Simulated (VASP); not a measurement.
Runs of VASP 6.6.1 on SnO2. The structure is that of space group P6_3/mmc (No. 194), or close to it. The cells are those of the table. 

```tsv
cell	gap on the mesh (eV)	pressure (GPa)	largest force (eV/Å)
a = 3.152, b = 3.152, c = 10.029 Å, angles 90.0, 90.0, 120.0°, 6 atoms	2.29	4.7	0.37
a = 3.098, b = 3.098, c = 9.861 Å, angles 90.0, 90.0, 120.0°, 6 atoms	2.64	14.6	1.08
a = 3.204, b = 3.204, c = 10.197 Å, angles 90.0, 90.0, 120.0°, 6 atoms	1.99	(a)	0.22
a = 3.231, b = 3.231, c = 10.282 Å, angles 90.0, 90.0, 120.0°, 6 atoms	1.84	-6.1	0.47
a = 3.125, b = 3.125, c = 9.945 Å, angles 90.0, 90.0, 120.0°, 6 atoms	2.46	(b)	0.71
```

Alike in all rows: task single point; level PBEsol+D3(BJ); potentials or basis VASP PAW PBE potentials, release 64 (Sn_d, O); no spin polarisation; k mesh 12 × 12 × 4; cutoff (eV) 520; smearing gaussian 0.05 eV.

Question: Estimate the missing entries.

Answer: (a) -2.9; (b) 9.4.

Caveats: the PAW data sets were made with another functional, which shifts forces and pressure a little; spin-orbit coupling is left out, which moves the levels of the heavy elements; the cell stands under pressure (at least some runs); the cell stands under tension (at least some runs).

A k mesh can miss the band edges, and the runs leave out spin-orbit coupling on Sn.
